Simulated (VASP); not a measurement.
Write the native input for VASP 6.6.1 that does the following.

```
Task                   : single point
Functional             : PBE
Potentials or basis    : VASP PAW PBE potentials, release 64 (B, N)
Cutoff                 : 520 eV
k mesh                 : 12 × 12 × 12
Occupations            : gaussian, width 0.02 eV
Spin                   : no spin polarisation
Dipole correction      : no
Further INCAR settings : ALGO = Normal; EDIFF = 1e-06; NBANDS = 11
```

The structure of BN lies in POSCAR:

```
BN
1.0
    0.0000000000      1.8123485120      1.8123485120
    1.8123485120      0.0000000000      1.8123485120
    1.8123485120      1.8123485120      0.0000000000
B N
1 1
Direct
    0.0000000000      0.0000000000      0.0000000000
    0.7500000000      0.7500000000      0.7500000000
```

These files were run (other wordings do the same):

INCAR

```
SYSTEM = BN
PREC = Accurate
ENCUT = 520
EDIFF = 1E-6
ISMEAR = 0
SIGMA = 0.02
LREAL = .FALSE.
LASPH = .TRUE.
NELM = 100
ALGO = Normal
ISIF = 2
LWAVE = .FALSE.
LCHARG = .FALSE.
GGA = PE
NBANDS = 11
```

KPOINTS

```
regular mesh
0
G
  12 12 12
  0 0 0
```

Potentials or basis: VASP PAW PBE potentials, release 64 (B, N).

Run with:

```console
$ cat potpaw_PBE.64/B/POTCAR potpaw_PBE.64/N/POTCAR > POTCAR
$ mpirun -np 1 vasp_std > vasp.out
```

Results of the run:

* Pressure: 0.2 GPa
* Band gap on the k mesh: 4.45 eV, indirect (least direct gap 8.78 eV)

Run time: 5.2 s on 1 thread of Intel(R) Xeon(R) Platinum 8488C (Sapphire Rapids), with other jobs on the host, peak memory 0.11 GiB.
